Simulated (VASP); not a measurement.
# MgCd3Se4 in VASP: further runs

Runs on MgCd3Se4. Level: PBE. Tasks: single point.

All numbers are computed with VASP 6.6.1; they aren't measurements. Logs are shortened: lines on timing, memory, paths and dates and some standing lists are left out, and cuts for length are marked.

## Step 1: The cell of the first run

The structure is cubic, space group Pm-3m (No. 221). The conventional cell has a = 5.739 Å, b = 5.739 Å, c = 5.739 Å, α = 90.00°, β = 90.00°, γ = 90.00°. Within 3.8 Å of Mg (site symmetry m-3m) lie 6 Se at 2.87 Å. Cd (site symmetry 4/mmm) has 6 Se at 2.87 Å within 3.8 Å. Within 3.8 Å of Se (site symmetry m-3m) lie 6 Cd at 2.87 Å. Se (site symmetry 4/mmm) has 2 Mg at 2.87 Å and 4 Cd at 2.87 Å within 3.8 Å.

## Step 2: Single point, PBE

File INCAR:

```
ALGO = Normal
EDIFF = 1E-6
ENCUT = 600
GGA = PE
GGA_COMPAT = F
ISIF = 2
ISMEAR = 0
LASPH = T
LCHARG = T
LELF = T
LREAL = F
LVHAR = T
LWAVE = F
NBANDS = 41
NELM = 120
PREC = Accurate
SIGMA = 0.15
```

File KPOINTS:

```
k-points
0
Gamma
  2 2 2
```

File POSCAR:

```
MgCd3Se4
1.0
    5.7389786889      0.0000000000      0.0000000000
    0.0000000000      5.7389786889      0.0000000000
    0.0000000000      0.0000000000      5.7389786889
Mg Cd Se
1 3 4
Direct
    0.5000000000      0.5000000000      0.5000000000
    0.0000000000      0.0000000000      0.5000000000
    0.0000000000      0.5000000000      0.0000000000
    0.5000000000      0.0000000000      0.0000000000
    0.0000000000      0.0000000000      0.0000000000
    0.5000000000      0.5000000000      0.0000000000
    0.5000000000      0.0000000000      0.5000000000
    0.0000000000      0.5000000000      0.5000000000
```

Potentials or basis: VASP PAW PBE potentials, release 64 (Mg, Cd, Se).

Launch:

```
cat potpaw_PBE.64/Mg/POTCAR potpaw_PBE.64/Cd/POTCAR potpaw_PBE.64/Se/POTCAR > POTCAR
mpirun -np 1 vasp_std > vasp.out
```

OUTCAR:

```text
EDIFF = 1E-6
   ENCUT = 600
   GGA = PE
   ISIF = 2
   ISMEAR = 0
   LASPH = T
   LREAL = F
   NELM = 120
   PREC = Accurate

 ion  position               nearest neighbor table
   1  0.500  0.500  0.500-   6 2.87   7 2.87   8 2.87   6 2.87   7 2.87   8 2.87
   2  0.000  0.000  0.500-   5 2.87   7 2.87   8 2.87   5 2.87   8 2.87   7 2.87
   3  0.000  0.500  0.000-   5 2.87   6 2.87   8 2.87   8 2.87   5 2.87   6 2.87
   4  0.500  0.000  0.000-   5 2.87   6 2.87   7 2.87   7 2.87   6 2.87   5 2.87
   5  0.000  0.000  0.000-   2 2.87   3 2.87   4 2.87   2 2.87   3 2.87   4 2.87
   6  0.500  0.500  0.000-   1 2.87   3 2.87   4 2.87   1 2.87   4 2.87   3 2.87
   7  0.500  0.000  0.500-   1 2.87   2 2.87   4 2.87   4 2.87   1 2.87   2 2.87
   8  0.000  0.500  0.500-   1 2.87   2 2.87   3 2.87   3 2.87   2 2.87   1 2.87

  LATTYP: Found a simple cubic cell.
 ALAT       =     5.7389786889

  Lattice vectors:

 A1 = (   5.7389786889,   0.0000000000,   0.0000000000)
 A2 = (   0.0000000000,   5.7389786889,   0.0000000000)
 A3 = (   0.0000000000,   0.0000000000,   5.7389786889)

Analysis of symmetry for initial positions (statically):
=====================================================================
 Subroutine PRICEL returns:
 Original cell was already a primitive cell.

 Routine SETGRP: Setting up the symmetry group for a
 simple cubic supercell.

 Subroutine GETGRP returns: Found 48 space group operations
 (whereof 48 operations were pure point group operations)
 out of a pool of 48 trial point group operations.

The static configuration has the point symmetry O_h .

Analysis of symmetry for dynamics (positions and initial velocities):
=====================================================================
 Subroutine PRICEL returns:
 Original cell was already a primitive cell.

 Routine SETGRP: Setting up the symmetry group for a
 simple cubic supercell.

 Subroutine GETGRP returns: Found 48 space group operations
 (whereof 48 operations were pure point group operations)
 out of a pool of 48 trial point group operations.

The dynamic configuration has the point symmetry O_h .

 Subroutine INISYM returns: Found 48 space group operations
 (whereof 48 operations are pure point group operations),
 and found     1 'primitive' translations

----------------------------------------------------------------------------------------

[... 87 lines left out ...]
   IBRION =     -1    ionic relax: 0-MD 1-quasi-New 2-CG
   NFREE  =      0    steps in history (QN), initial steepest desc. (CG)
   ISIF   =      2    stress and relaxation
   ISYM   =      2    0-nonsym 1-usesym 2-fastsym
   POTIM  = 0.5000    time-step for ionic-motion
   TEBEG  =    0.0;   TEEND  =   0.0 temperature during run
   PSTRESS=    0.0 pullay stress
   NELECT =      62.0000    total number of electrons
   NUPDOWN=      -1.0000    fix difference up-down
   EMIN   =  10.00;   EMAX   =-10.00  energy-range for DOS
   EFERMI =   0.00;   METHOD = LEGACY
   ISMEAR =     0;   SIGMA  =   0.15  broadening in eV -4-tet -1-fermi 0-gaus
   EFERMI_NEDOS =   21; number of points for ismear=-14 and -15
   IALGO  =     38    algorithm
   IMIX   =      4    mixing-type and parameters
     AMIX     =   0.40;   BMIX     =  1.00
     AMIX_MAG =   1.60;   BMIX_MAG =  1.00
  volume/ion in A,a.u.               =      23.63       159.44
  Fermi-wavevector in a.u.,A,eV,Ry     =   1.129026  2.133551 17.343356  1.274701
  Thomas-Fermi vector in A             =   2.265719
   LORBIT       =      0    0 simple, 1 ext, 2 COOP (PROOUT), +10 PAW based schemes
   GGA     = PE    functional components
   LHFCALC =     F    Hartree Fock is set to
   AEXX    =    0.0000 exact exchange contribution
   IVDW    =     0    specifies the selected vdW correction
   LEPSILON=     F    determine dielectric tensor
   LRPA    =     F    only Hartree local field effects (RPA)
 non-spin polarized calculation
 Gauss-broadening in eV      SIGMA  =   0.15
  energy-cutoff  :      600.00
  volume of cell :      189.02
 maximum number of plane-waves:      6382
 NGX is ok and might be reduce to    48
   NGX = 23   NGY = 23   NGZ = 23

 number of electron      61.9999989 magnetization

 Free energy of the ion-electron system (eV)
  ---------------------------------------------------
  ext. energy  EPLUGINS =         0.00000000
  ---------------------------------------------------
  free energy    TOTEN  =       -22.79458719 eV

  energy without entropy =      -22.69989213  energy(sigma->0) =      -22.74723966

 E-fermi :   2.3190     XC(G=0):  -9.7277

 val. band max:        2.2850487006   @ k =   0.5000   0.5000   0.5000
 cond. band min:       2.3446639597   @ k =   0.0000   0.0000   0.0000
 fundamental gap:      0.0596152591
 Fermi energy:         2.3189632149

 k-point     1 :       0.0000    0.0000    0.0000
  band No.  band energies     occupation
      1     -10.5388      2.00000
      2      -9.7745      2.00000
      3      -9.6760      2.00000
      4      -9.6760      2.00000
      5      -5.5019      2.00000
      6      -5.5019      2.00000
[... 165 lines left out ...]
     40       7.6715      0.00000
     41       7.6966      0.00000

------------------------ aborting loop because EDIFF is reached ----------------------------------------

  FORCE on cell =-STRESS in cart. coord.  units (eV):
  Direction    XX          YY          ZZ          XY          YZ          ZX
  --------------------------------------------------------------------------------------
  -------------------------------------------------------------------------------------
  Total       -0.6719327     -0.6719327     -0.6719327     -0.0000000     -0.0000000      0.0000000
  in kB       -5.6955086     -5.6955086     -5.6955086     -0.0000000     -0.0000000      0.0000000
  external PRESSURE =      -5.6955086 kB  Pullay stress =       0.0000000 kB

 VOLUME and BASIS-vectors are now :
 -----------------------------------------------------------------------------
  energy-cutoff  :      600.00
  volume of cell :      189.02
      direct lattice vectors                 reciprocal lattice vectors
     5.738978689  0.000000000  0.000000000     0.174247031  0.000000000  0.000000000
     0.000000000  5.738978689  0.000000000     0.000000000  0.174247031  0.000000000
     0.000000000  0.000000000  5.738978689     0.000000000  0.000000000  0.174247031

 POSITION                                       TOTAL-FORCE (eV/Angst)
 -----------------------------------------------------------------------------------
      2.86949      2.86949      2.86949         0.000000      0.000000      0.000000
      0.00000      0.00000      2.86949         0.000000      0.000000      0.000000
      0.00000      2.86949      0.00000         0.000000      0.000000      0.000000
      2.86949      0.00000      0.00000         0.000000      0.000000      0.000000
      0.00000      0.00000      0.00000         0.000000      0.000000      0.000000
      2.86949      2.86949      0.00000         0.000000      0.000000      0.000000
      2.86949      0.00000      2.86949         0.000000      0.000000      0.000000
      0.00000      2.86949      2.86949         0.000000      0.000000      0.000000
 -----------------------------------------------------------------------------------
    total drift:                                0.000000      0.000000      0.000000

  FREE ENERGIE OF THE ION-ELECTRON SYSTEM (eV)
  ---------------------------------------------------
  free  energy   TOTEN  =       -22.7945871940 eV

  energy  without entropy=      -22.6998921315  energy(sigma->0) =      -22.74723966
```

OSZICAR:

```text
N       E                     dE             d eps       ncg     rms          rms(c)
DAV:   1     0.436577993358E+03    0.43658E+03   -0.31011E+04   328   0.153E+03
DAV:   2     0.526956647982E+01   -0.43131E+03   -0.40593E+03   365   0.340E+02
DAV:   3    -0.240694875835E+02   -0.29339E+02   -0.28885E+02   380   0.845E+01
DAV:   4    -0.244255502278E+02   -0.35606E+00   -0.35551E+00   366   0.871E+00
DAV:   5    -0.244298484853E+02   -0.42983E-02   -0.42954E-02   408   0.770E-01    0.990E+00
DAV:   6    -0.228283360461E+02    0.16015E+01   -0.34999E+00   349   0.120E+01    0.764E+00
DAV:   7    -0.227999066148E+02    0.28429E-01   -0.61958E-01   363   0.333E+00    0.359E+00
DAV:   8    -0.227978136689E+02    0.20929E-02   -0.57449E-02   357   0.143E+00    0.523E-01
DAV:   9    -0.227944172029E+02    0.33965E-02   -0.18516E-02   378   0.460E-01    0.197E-01
DAV:  10    -0.227944461709E+02   -0.28968E-04   -0.24835E-03   374   0.295E-01    0.785E-02
DAV:  11    -0.227945609513E+02   -0.11478E-03   -0.29577E-04   352   0.966E-02    0.566E-02
DAV:  12    -0.227945867475E+02   -0.25796E-04   -0.59777E-05   363   0.357E-02    0.888E-03
DAV:  13    -0.227945871940E+02   -0.44650E-06   -0.39773E-06   335   0.920E-03
   1 F= -.22794587E+02 E0= -.22747240E+02  d E =-.946951E-01
```

Run time: 25 s. Hardware: 1 thread of Intel Xeon 6975P-C (Granite Rapids), shared host; peak memory 0.32 GiB.

What came out:

| Item | Value |
| --- | --- |
| Free energy | -22.7946 eV |
| Pressure | -0.6 GPa |
| Band gap on the k mesh | zero (band 31 reaches 2.29 eV, above the bottom of band 32 at 1.96 eV) |

Caveat: the k points lie up to 0.55 Å⁻¹ apart.

## Step 3: Single point, PBE

This run uses another cell than the first one, of 23.56 Å³/atom, 0.997 times its volume.

File INCAR:

```
PREC = Accurate ; ENCUT = 600
EDIFF = 1E-6 ; ISMEAR = 0
SIGMA = 0.15 ; LREAL = F
LASPH = T ; NELM = 120
ALGO = Normal ; ISIF = 2
LWAVE = F ; LCHARG = F
GGA = PE ; NBANDS = 41
GGA_COMPAT = F
```

File KPOINTS:

```
regular mesh
0
Gamma
  2 2 2
```

File POSCAR:

```
MgCd3Se4
1.0
    5.7333908536      0.0000000000      0.0000000000
    0.0000000000      5.7333908536      0.0000000000
    0.0000000000      0.0000000000      5.7333908536
Mg Cd Se
1 3 4
Direct
    0.0000000000      0.0000000000      0.0000000000
    0.5000000000      0.0000000000      0.5000000000
    0.5000000000      0.5000000000      0.0000000000
    0.0000000000      0.5000000000      0.5000000000
    0.5000000000      0.0000000000      0.0000000000
    0.5000000000      0.5000000000      0.5000000000
    0.0000000000      0.5000000000      0.0000000000
    0.0000000000      0.0000000000      0.5000000000
```

Potentials or basis: VASP PAW PBE potentials, release 64 (Mg, Cd, Se).

Launch:

```
cat potpaw_PBE.64/Mg/POTCAR potpaw_PBE.64/Cd/POTCAR potpaw_PBE.64/Se/POTCAR > POTCAR
mpirun -np 1 vasp_std > vasp.out
```

Run time: 23 s. Hardware: 1 thread of Intel Xeon 6975P-C (Granite Rapids), shared host; peak memory 0.33 GiB.

The run converged. Its results:

```yaml
Free_energy: -22.7961 eV
Pressure: -0.4 GPa
Band_gap_on_the_k_mesh: zero (band 31 reaches 2.31 eV, above the bottom of band 32 at 1.98 eV)
```

Levels at points of the mesh, in eV from the Fermi level:
```
           k point  band 27  band 28  band 29  band 30  band 31  band 32  band 33  band 34  band 35  band 36
(0.00, 0.00, 0.00)    -2.00    -2.00    -0.59    -0.59    -0.59    -0.36    -0.36     0.03     1.09     5.02
(0.50, 0.00, 0.00)    -2.79    -1.36    -1.36    -1.29    -1.29     2.47     2.63     2.97     3.30     5.62
(0.50, 0.50, 0.00)    -2.21    -1.01    -0.17    -0.16    -0.16     3.72     3.80     3.80     4.06     4.99
(0.50, 0.50, 0.50)    -0.08    -0.08    -0.03    -0.03    -0.03     3.08     3.11     3.11     3.11     5.33
```

Caveat: the k points lie up to 0.55 Å⁻¹ apart.

[end of part 1 of 2]
